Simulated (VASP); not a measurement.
# Sn2TeAs2 (I4/mmm) in VASP: further runs, part 2 of 2

VASP 6.6.1.

**4. Relaxation of cell and atoms, PBE**

This run uses another cell than the first one, of 27.10 Å³/atom.

File INCAR:

```
SYSTEM = Sn2TeAs2
PREC = Accurate
ENCUT = 600
EDIFF = 1E-6
ISMEAR = 0
SIGMA = 0.1
LREAL = .FALSE.
LASPH = .TRUE.
NELM = 100
ALGO = Normal
ISIF = 3
LWAVE = .FALSE.
LCHARG = .FALSE.
GGA = PE
IBRION = 2
NSW = 90
EDIFFG = -0.04
```

File KPOINTS:

```
Automatic mesh
0
G
  6 6 6
  0 0 0
```

File POSCAR:

```
Sn2TeAs2
1.0
   -2.4206724000      2.4206724000      5.7817415000
    2.4206724000     -2.4206724000      5.7817415000
    2.4206724000      2.4206724000     -5.7817415000
Sn Te As
2 1 2
Direct
    0.3849999900      0.3849999900      0.0000000000
    0.6150000100      0.6150000100      0.0000000000
    0.0000000000      0.0000000000      0.0000000000
    0.7500000000      0.2500000000      0.5000000000
    0.2500000000      0.7500000000      0.5000000000
```

Potentials or basis: VASP PAW PBE potentials, release 64 (Sn_d, Te, As).

Started as:

```console
cat potpaw_PBE.64/Sn_d/POTCAR potpaw_PBE.64/Te/POTCAR potpaw_PBE.64/As/POTCAR > POTCAR
mpirun -np 1 vasp_std > vasp.out
```

OUTCAR:

```text
SYSTEM = Sn2TeAs2
   PREC = Accurate
   ENCUT = 600
   EDIFF = 1E-6
   ISMEAR = 0
   LREAL = .FALSE.
   LASPH = .TRUE.
   NELM = 100
   ISIF = 3
   GGA = PE
   IBRION = 2
   NSW = 90
   EDIFFG = -0.04

 ion  position               nearest neighbor table
   1  0.385  0.385  0.000-   2 2.66   4 2.88   5 2.88   5 2.88   4 2.88   3 3.67   3 3.67   3 3.67
                             3 3.67
   2  0.615  0.615  0.000-   1 2.66   4 2.88   5 2.88   4 2.88   5 2.88   3 3.67   3 3.67   3 3.67
                             3 3.67
   3  0.000  0.000  0.000-   2 3.67   2 3.67   2 3.67   1 3.67   2 3.67   1 3.67   1 3.67   1 3.67

   4  0.750  0.250  0.500-   2 2.88   1 2.88   1 2.88   2 2.88
   5  0.250  0.750  0.500-   2 2.88   1 2.88   1 2.88   2 2.88

  LATTYP: Found a body centered tetragonal cell.
 ALAT       =     4.8413448000
 C/A-ratio  =     2.3884857364

  Lattice vectors:

 A1 = (  -2.4206724000,   2.4206724000,   5.7817415000)
 A2 = (   2.4206724000,  -2.4206724000,   5.7817415000)
 A3 = (   2.4206724000,   2.4206724000,  -5.7817415000)

Analysis of symmetry for initial positions (statically):
=====================================================================
 Subroutine PRICEL returns:
 Original cell was already a primitive cell.

 Routine SETGRP: Setting up the symmetry group for a
 body centered tetragonal supercell.

 Subroutine GETGRP returns: Found 16 space group operations
 (whereof 16 operations were pure point group operations)
 out of a pool of 16 trial point group operations.

The static configuration has the point symmetry D_4h.

Analysis of symmetry for dynamics (positions and initial velocities):
=====================================================================
 Subroutine PRICEL returns:
 Original cell was already a primitive cell.

 Routine SETGRP: Setting up the symmetry group for a
 body centered tetragonal supercell.
[... 152 lines left out ...]

 number of electron      44.0000000 magnetization

 Free energy of the ion-electron system (eV)
  ---------------------------------------------------
  ext. energy  EPLUGINS =         0.00000000
  ---------------------------------------------------
  free energy    TOTEN  =       -18.71684855 eV

  energy without entropy =      -18.69983404  energy(sigma->0) =      -18.70834129

------------------------ aborting loop because EDIFF is reached ----------------------------------------

  FORCE on cell =-STRESS in cart. coord.  units (eV):
  Direction    XX          YY          ZZ          XY          YZ          ZX
  --------------------------------------------------------------------------------------
  -------------------------------------------------------------------------------------
  Total       -1.2059843     -1.2059843      1.7467617      0.0000000      0.0000000      0.0000000
  in kB      -14.2580958    -14.2580958     20.6515926      0.0000000      0.0000000      0.0000000
  external PRESSURE =      -2.6215330 kB  Pullay stress =       0.0000000 kB
[... 98 lines left out ...]
  FREE ENERGIE OF THE ION-ELECTRON SYSTEM (eV)
  ---------------------------------------------------
  free  energy   TOTEN  =       -18.9255899050 eV

  energy  without entropy=      -18.9035273937  energy(sigma->0) =      -18.91455865

[... ionic steps 4 to 15 ...]

--------------------------------------- Ionic step       16  -------------------------------------------

 number of electron      43.9999999 magnetization

------------------------ aborting loop because EDIFF is reached ----------------------------------------
[... 73 lines left out ...]
--------------------------------------- Ionic step       18  -------------------------------------------

 number of electron      43.9999999 magnetization

 Free energy of the ion-electron system (eV)
  ---------------------------------------------------
  ext. energy  EPLUGINS =         0.00000000
  ---------------------------------------------------
  free energy    TOTEN  =       -19.31392460 eV

  energy without entropy =      -19.29652265  energy(sigma->0) =      -19.30522362

 E-fermi :   5.9423     XC(G=0):  -9.8464

 val. band max:        5.9408654301   @ k =   0.3333  -0.0000   0.0000
 cond. band min:       5.9799559032   @ k =   0.3333   0.1667   0.1667
 fundamental gap:      0.0390904731
 Fermi energy:         5.9423462178

 k-point     1 :       0.0000    0.0000    0.0000
  band No.  band energies     occupation
      1     -15.5261      2.00000
      2     -15.4248      2.00000
      3     -15.4248      2.00000
      4     -15.4144      2.00000
      5     -15.3944      2.00000
      6     -15.3763      2.00000
[... 685 lines left out ...]
     25       7.9980      0.00000
     26       9.4500      0.00000

 [... further k-points ...]

------------------------ aborting loop because EDIFF is reached ----------------------------------------

  FORCE on cell =-STRESS in cart. coord.  units (eV):
  Direction    XX          YY          ZZ          XY          YZ          ZX
  --------------------------------------------------------------------------------------
  -------------------------------------------------------------------------------------
  Total       -0.0683451     -0.0683451     -0.0293780      0.0000000      0.0000000      0.0000000
  in kB       -0.8230153     -0.8230153     -0.3537721      0.0000000      0.0000000      0.0000000
  external PRESSURE =      -0.6666009 kB  Pullay stress =       0.0000000 kB
[... 20 lines left out ...]
  FREE ENERGIE OF THE ION-ELECTRON SYSTEM (eV)
  ---------------------------------------------------
  free  energy   TOTEN  =       -19.3139245980 eV

  energy  without entropy=      -19.2965226486  energy(sigma->0) =      -19.30522362

 reached required accuracy - stopping structural energy minimisation
```

OSZICAR:

```text
N       E                     dE             d eps       ncg     rms          rms(c)
DAV:   1     0.388838345627E+03    0.38884E+03   -0.22144E+04  1568   0.217E+03
DAV:   2     0.328797415459E+02   -0.35596E+03   -0.35140E+03  1560   0.511E+02
DAV:   3    -0.164607761777E+02   -0.49341E+02   -0.48243E+02  2008   0.166E+02
DAV:   4    -0.187490631269E+02   -0.22883E+01   -0.22526E+01  1790   0.356E+01
[... 163 lines left out ...]
DAV:   3    -0.193139894120E+02    0.12065E-02   -0.38036E-03  2174   0.655E-01    0.575E-02
DAV:   4    -0.193139427627E+02    0.46649E-04   -0.25851E-04  1624   0.114E-01    0.305E-02
DAV:   5    -0.193139273732E+02    0.15389E-04   -0.24290E-05  1910   0.317E-02    0.150E-02
DAV:   6    -0.193139247450E+02    0.26282E-05   -0.45316E-06  1462   0.209E-02    0.393E-03
DAV:   7    -0.193139245980E+02    0.14693E-06   -0.36138E-07   816   0.556E-03
  18 F= -.19313925E+02 E0= -.19305224E+02  d E =-.980178E-03
```

Wall time 23 min (1 thread of Intel Xeon 6975P-C (Granite Rapids), shared host); peak memory 0.53 GiB.

Results:

| Property | Result |
| --- | --- |
| Free energy | -19.3139 eV |
| Relaxed volume | 26.61 Å³/atom |
| Relaxed cell | a = 6.104 Å, b = 6.104 Å, c = 6.104 Å, α = 129.20°, β = 129.20°, γ = 74.69° |
| Space group after relaxing (to 0.1 Å) | I4/mmm (No. 139) |
| Energy gained by relaxing | 119.4 meV/atom |
| Ionic steps | 18 |
| Pressure after relaxing | -0.1 GPa |
| Band gap on the k mesh | zero (bands 22 and 23 overlap by 1.64 eV) |

Step by step:
```tsv
step	energy change (eV)	largest force (eV/Å)	pressure (GPa)	volume (Å³)
1	0.0000	2.1641	-0.26	135.52
2	-0.2061	0.0228	0.39	134.61
3	-0.2087	0.1639	0.27	134.72
4	-0.2323	0.2028	-0.09	135.53
5	-0.3046	0.3077	-1.07	137.85
6	-0.3870	0.5115	-2.76	142.01
7	-0.3934	0.5133	-2.76	141.94
8	-0.4123	0.5237	-2.79	141.72
9	-0.4494	0.5481	-2.79	141.22
10	-0.5057	0.5724	-2.67	140.04
11	-0.5027	0.6683	-1.55	136.86
12	-0.5155	0.6743	-2.38	139.00
13	-0.5532	0.5117	-1.74	137.15
14	-0.5956	0.1199	-0.07	132.88
15	-0.5961	0.0665	0.18	132.33
16	-0.5961	0.0807	0.11	132.46
17	-0.5966	0.0567	0.07	132.62
18	-0.5971	0.0014	-0.07	133.05
```

Final structure:
```
Sn Te As
1.0
    -2.61817    2.61817    4.85238
     2.61817   -2.61817    4.85238
     2.61817    2.61817   -4.85238
Sn Te As
2 1 2
Direct
  0.35005 0.35005 0.00000
  0.64995 0.64995 0.00000
  0.00000 0.00000 0.00000
  0.75000 0.25000 0.50000
  0.25000 0.75000 0.50000
```

Caveat: spin-orbit coupling is left out, which moves the levels of the heavy elements.

**5. Single point, PBE**

File INCAR:

```
SYSTEM = Sn2TeAs2
ALGO = Normal
EDIFF = 1E-7
ENCUT = 520
GGA = PE
ISIF = 2
ISMEAR = 0
LASPH = .TRUE.
LCHARG = .FALSE.
LREAL = .FALSE.
LWAVE = .FALSE.
NBANDS = 30
NELM = 80
PREC = Accurate
SIGMA = 0.1
```

File KPOINTS:

```
k-points
0
G
  10 10 10
  0 0 0
```

File POSCAR:

```
Sn2TeAs2
1.0
   -2.5689333459      2.5689333459      5.0363643825
    2.5689333459     -2.5689333459      5.0363643825
    2.5689333459      2.5689333459     -5.0363643825
Sn Te As
2 1 2
Direct
    0.3568086259      0.3568086259      0.0000000000
    0.6431913741      0.6431913741      0.0000000000
    0.0000000000      0.0000000000      0.0000000000
    0.7500000000      0.2500000000      0.5000000000
    0.2500000000      0.7500000000      0.5000000000
```

Started as:

```console
cat potpaw_PBE.64/Sn_d/POTCAR potpaw_PBE.64/Te/POTCAR potpaw_PBE.64/As/POTCAR > POTCAR
mpirun -np 1 vasp_std > vasp.out
```

Wall time 4.5 min (1 thread of Intel Xeon 6975P-C (Granite Rapids), shared host); peak memory 0.57 GiB.

The run converged. Its results:

```
Free energy            : -19.3056 eV
Pressure               : 0.0 GPa
Largest force          : 0.008 eV/Å
Band gap on the k mesh : zero (bands 22 and 23 overlap by 1.76 eV)
```

Forces in eV/Å, atoms in the order of the input:
```
Sn   0.000  0.000  0.008
Sn   0.000  0.000 -0.008
Te   0.000  0.000  0.000
As   0.000  0.000  0.000
As   0.000  0.000  0.000
```

Levels at points of the mesh, in eV from the Fermi level:
| k point | band 19 | band 20 | band 21 | band 22 | band 23 | band 24 | band 25 | band 26 |
| --- | --- | --- | --- | --- | --- | --- | --- | --- |
| (0.00, 0.00, 0.00) | -1.93 | -1.93 | -1.37 | -1.37 | -1.11 | 0.14 | 2.77 | 4.37 |
| (0.50, 0.00, 0.00) | -1.94 | -1.27 | -0.75 | -0.72 | 0.70 | 1.41 | 2.21 | 2.56 |
| (0.50, 0.50, 0.00) | -1.78 | -1.65 | 0.59 | 0.65 | 0.95 | 2.21 | 3.15 | 3.38 |
| (0.50, 0.50, 0.50) | -1.16 | -0.57 | -0.57 | -0.35 | -0.16 | -0.16 | 0.16 | 3.27 |

Caveat: spin-orbit coupling is left out, which moves the levels of the heavy elements.

**6. Overview**

```tsv
task	cell	k mesh	cutoff (eV)	gap on the mesh (eV)	pressure (GPa)	largest force (eV/Å)
single point	a = 6.103 Å, angles 129.3, 129.3, 74.6°, 5 atoms, atomic positions A	6 × 6 × 6	520	none	0.0	0.01
single point	a = 6.719 Å, angles 137.8, 137.8, 61.3°, 5 atoms, atomic positions B	6 × 6 × 6	520	none	-0.3	2.16
relaxation of cell and atoms	relaxed from a = 6.719 Å, angles 137.8, 137.8, 61.3°, 5 atoms, atomic positions B	6 × 6 × 6	600	none	-0.1	-
single point	a = 6.210 Å, angles 131.1, 131.1, 71.6°, 5 atoms, atomic positions C	10 × 10 × 10	520	none	0.0	0.01
```

Alike in all rows: level PBE; potentials or basis VASP PAW PBE potentials, release 64 (Sn_d, Te, As); no spin polarisation; smearing gaussian 0.1 eV.

Caveats: spin-orbit coupling is left out, which moves the levels of the heavy elements; forces of over 1 eV/Å act on the atoms, so gaps and moduli don't describe the material at rest (at least some runs).

Total energies depend on the potentials used, so only differences within one code and one set of settings carry meaning.

The gap in the log of VASP goes by the Fermi energy; the results here count the filled bands.